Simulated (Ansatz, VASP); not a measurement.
## K3CO: VASP beside Ansatz

```
CELL_PARAMETERS angstrom
5.23106 0.00000 0.00000
0.00000 5.23106 0.00000
0.00000 0.00000 5.23106
ATOMIC_POSITIONS crystal
K 0.00000 0.00000 0.50000
K 0.00000 0.50000 0.00000
K 0.50000 0.00000 0.00000
C 0.50000 0.50000 0.50000
O 0.00000 0.00000 0.00000
```

Alike in both runs: task single point; functional PBE; dispersion D3(BJ); k mesh 4 × 4 × 4; occupations gaussian, width 0.1 eV; collinear spin.

|  | VASP | Ansatz |
| --- | --- | --- |
| version | VASP 6.6.1 | Ansatz 0.2.0 |
| potentials or method | VASP PAW PBE potentials, release 64 (K_sv, C, O), cutoff 520 eV | scalar-relativistic, plane waves, PAW |
| valence electrons in the cell | 37 | 37 |

VASP gave:

| Item | Value |
| --- | --- |
| gap on the k mesh at the Fermi level (eV) | 0.29 |
| least direct gap on the mesh (eV) | 0.36 |
| pressure (GPa) | -1.0 |
| net moment per atom (μB) | 0.60 |
| size of the moment on the site where the two differ most (μB) | 1.15 |

Which values does Ansatz return?

gap on the k mesh at the Fermi level (eV): 0.29; least direct gap on the mesh (eV): 0.36; pressure (GPa): -1.0; net moment per atom (μB): 0.60; size of the moment on the site where the two differ most (μB): 2.44.

Site moments also hang on the region over which each program counts them.
